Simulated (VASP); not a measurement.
Here is a VASP 6.6.1 calculation.

POSCAR

```
Si
1.0
    3.8472023606      0.0000000000      0.0000000000
   -1.9236011803      3.3317749778      0.0000000000
    0.0000000000      0.0000000000     28.0000000000
Si
2
Direct
    0.3333333333      0.6666666667      0.5084347959
    0.6666666667      0.3333333333      0.4915652041
```

The input INCAR.step1:

```
PREC = Accurate
ENCUT = 520
ISMEAR = 0
SIGMA = 0.1
LREAL = False
LASPH = True
NELM = 100
LDIPOL = True
IDIPOL = 3
DIPOL = 0.5 0.5 0.500
NBANDS = 11
GGA = PE
ALGO = Normal
EDIFF = 1E-4
LWAVE = True
LCHARG = False
```

Contents of INCAR.step2:

```
PREC = Accurate
ENCUT = 520
EDIFF = 1E-7
ISMEAR = 0
SIGMA = 0.1
LREAL = False
LASPH = True
NELM = 100
ALGO = Normal
ISIF = 2
LWAVE = False
LCHARG = False
LDIPOL = True
IDIPOL = 3
DIPOL = 0.5 0.5 0.500
METAGGA = R2SCAN
LMIXTAU = True
NBANDS = 11
ISTART = 1
```

File KPOINTS:

```
Automatic mesh
0
Gamma
  15 15 1
```

Potentials or basis: VASP PAW PBE potentials, release 64 (Si).

Launch:

```console
$ cat potpaw_PBE.64/Si/POTCAR > POTCAR
$ cp INCAR.step1 INCAR
$ mpirun -np 1 vasp_std > vasp.out
$ cp INCAR.step2 INCAR
$ mpirun -np 1 vasp_std > vasp.out
```

Predict the largest force.

0.176 eV/Å.

Predict the band gap on the k mesh.

zero (filled and empty bands touch).

Forces in eV/Å, atoms in the order of the input:
```
Si   0.000  0.000 -0.176
Si   0.000  0.000  0.176
```

Caveat: the PAW data sets were made with another functional, which shifts forces and pressure a little.
